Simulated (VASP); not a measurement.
Set up this calculation in VASP 6.6.1, as the native input.

```yaml
Task: relaxation of cell and atoms
Functional: PBE
Potentials_or_basis: VASP PAW PBE potentials, release 64 (Cd, Ga_d, O)
Cutoff: 600 eV
k_mesh: 6 × 6 × 2
Occupations: gaussian, width 0.1 eV
Spin: no spin polarisation
Dipole_correction: no
Further_INCAR_settings: ALGO = Normal; EDIFF = 1e-06; IBRION = 2; EDIFFG = -0.04; NSW = 90; ISIF = 3
```

The structure of CdGa2O3 lies in POSCAR:

```
CdGa2O3
1.0
    3.0272989700      0.0000000000      0.0000000000
    0.0000000000      3.0272989700      0.0000000000
    0.0000000000      0.0000000000      9.0507406700
Cd Ga O
1 2 3
Direct
    0.0000000000      0.0000000000      0.0000000000
    0.0000000000      0.0000000000      0.3342649900
    0.0000000000      0.0000000000      0.6657350100
    0.5000000000      0.5000000000      0.1837450000
    0.5000000000      0.5000000000      0.5000000000
    0.5000000000      0.5000000000      0.8162550000
```

The input as run:

INCAR

```
SYSTEM = CdGa2O3
PREC     = Accurate       ! precision mode
ENCUT    = 600            ! plane-wave cutoff, eV
EDIFF    = 1E-6           ! SCF threshold, eV
ISMEAR   = 0              ! smearing method
SIGMA    = 0.1            ! smearing width, eV
LREAL    = .False.        ! projectors in reciprocal space
LASPH    = .True.         ! aspherical terms in the spheres
NELM     = 80             ! most SCF steps
ALGO     = Normal         ! electronic algorithm
ISIF     = 3              ! what is computed and relaxed
LWAVE    = .False.        ! write WAVECAR
LCHARG   = .False.        ! write CHGCAR
GGA      = PE             ! functional
IBRION   = 2              ! ionic algorithm
NSW      = 90             ! ionic steps
EDIFFG   = -0.04          ! ionic threshold
```

KPOINTS

```
regular mesh
0
Gamma
  6 6 2
  0 0 0
```

Potentials or basis: VASP PAW PBE potentials, release 64 (Cd, Ga_d, O).

Command:

```sh
$ cat potpaw_PBE.64/Cd/POTCAR potpaw_PBE.64/Ga_d/POTCAR potpaw_PBE.64/O/POTCAR > POTCAR
$ mpirun -np 1 vasp_std > vasp.out
```

It gave:

```yaml
Relaxed_volume: 11.87 Å³/atom
Relaxed_cell: a = 2.881 Å, b = 2.881 Å, c = 8.575 Å, α = 90.00°, β = 90.00°, γ = 90.00°
Space_group_after_relaxing_to_0.05_Å: P4/mmm (No. 123)
Energy_gained_by_relaxing: 98.3 meV/atom
Ionic_steps: 7
Pressure_after_relaxing: -0.2 GPa
Largest_force_after_relaxing: 0.030 eV/Å
Band_gap_on_the_k_mesh: zero (band 28 reaches 5.68 eV, above the bottom of band 29 at 3.93 eV)
```

Wall time 9.1 min on 1 thread of Oxide Virtual Turin-like Processor, with other jobs on the host, peak memory 0.21 GiB.
